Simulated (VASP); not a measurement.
The system is GaN.

```
Ga N
1.0
     0.00000    2.10852    2.10852
     2.10852    0.00000    2.10852
     2.10852    2.10852    0.00000
Ga N
1 1
Cartesian
  0.0000 0.0000 0.0000
  2.1085 2.1085 2.1085
```

Base run:

```yaml
Program: VASP 6.6.1
Functional: PBE
Potentials_or_basis: VASP PAW PBE potentials, release 64 (Ga_d, N)
Cutoff: 520 eV
k_mesh: 10 × 10 × 10
Occupations: fermi-dirac, width 0.02 eV
Spin: no spin polarisation
```

Its results: band gap on the k mesh 0.66 eV, indirect (least direct gap 2.83 eV); pressure 9.1 GPa.

Q: The run is repeated on the same cell with these changes: functional from PBE to r2SCAN; occupations from fermi-dirac, width 0.02 eV to gaussian, width 0.01 eV. What comes out?

A: Band gap on the k mesh 1.18 eV, indirect (least direct gap 3.41 eV); pressure 1.3 GPa.

Caveats: the PAW data sets were made with another functional, which shifts forces and pressure a little (some runs).

A k mesh can miss the band edges.
